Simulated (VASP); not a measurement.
Au:

```
Au
1.0
     2.63589    0.00000    0.00000
     0.00000    2.63589    0.00000
     0.00000    0.00000    2.63589
Au
1
Cartesian
  0.0000 0.0000 0.0000
```

```yaml
Program: VASP 6.6.1
Task: relaxation of cell and atoms
Functional: LDA
Potentials_or_basis: VASP PAW LDA potentials, release 64 (Au)
Cutoff: 600 eV
k_mesh: 12 × 12 × 12
Occupations: fermi-dirac, width 0.1 eV
Spin: no spin polarisation
```

At the start: pressure 6.4 GPa; volume 18.31 Å³/atom.

**Question.** Where does the relaxation end?

**Answer.** Over 4 steps the energy falls by 14.2 meV/atom and the volume is 19.05 Å³/atom (+4.0 %); space group Pm-3m (No. 221, to 0.05 Å).

The path:
| step | energy change (eV) | largest force (eV/Å) | pressure (GPa) | volume (Å³) |
| --- | --- | --- | --- | --- |
| 1 | 0.0000 | 0.0000 | 6.44 | 18.31 |
| 2 | 0.0200 | 0.0000 | -7.93 | 20.33 |
| 3 | -0.0142 | 0.0000 | -0.09 | 19.06 |
| 4 | -0.0142 | 0.0000 | 0.01 | 19.05 |

Final structure:
```yaml
crystal:
  lattice:
    - [2.67071, 0.00000, 0.00000]
    - [0.00000, 2.67071, 0.00000]
    - [0.00000, 0.00000, 2.67071]
  atoms:
    - { symbol: Au, position: [0.00000, 0.00000, 0.00000] }
```
